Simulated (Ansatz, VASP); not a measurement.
**MgTe4 in VASP and in Ansatz**

```
CELL_PARAMETERS angstrom
-4.32714 4.32714 2.50788
4.32714 -4.32714 2.50788
4.32714 4.32714 -2.50788
ATOMIC_POSITIONS crystal
Mg 0.00000 0.00000 0.00000
Te 0.71161 0.17521 0.88682
Te 0.82479 0.71161 0.53639
Te 0.28839 0.82479 0.11318
Te 0.17521 0.28839 0.46361
```

Change from the starting cell: species swapped into the LuAg4 type (I4/m, No. 87).

Alike in both runs: functional PBE; k mesh 10 × 10 × 10; occupations gaussian, width 0.1 eV; no spin polarisation.

Ansatz relaxed the structure, and its values are those at the end. VASP's run is a single point on that final structure, the one shown.

|  | VASP | Ansatz |
| --- | --- | --- |
| version | VASP 6.6.1 | Ansatz 0.2.0 |
| potentials or method | VASP PAW PBE potentials, release 64 (Mg, Te), cutoff 520 eV | scalar-relativistic, plane waves, PAW |
| valence electrons in the cell | 26 | 74 |

Ansatz gave:

- gap on the k mesh at the Fermi level (eV): none
- pressure (GPa): 0.0
- rms of the force components (eV/Å): 0.002

Task: Estimate VASP's values.

Result: gap on the k mesh at the Fermi level (eV): none; pressure (GPa): 0.0; rms of the force components (eV/Å): 0.004.

A gap of «none» marks a metal or a gap that the smearing closes. VASP's potentials hold 26 valence electrons a cell and Ansatz's 74, so a difference there can come from the potentials and not from the codes.

Neither program's run includes spin-orbit coupling.
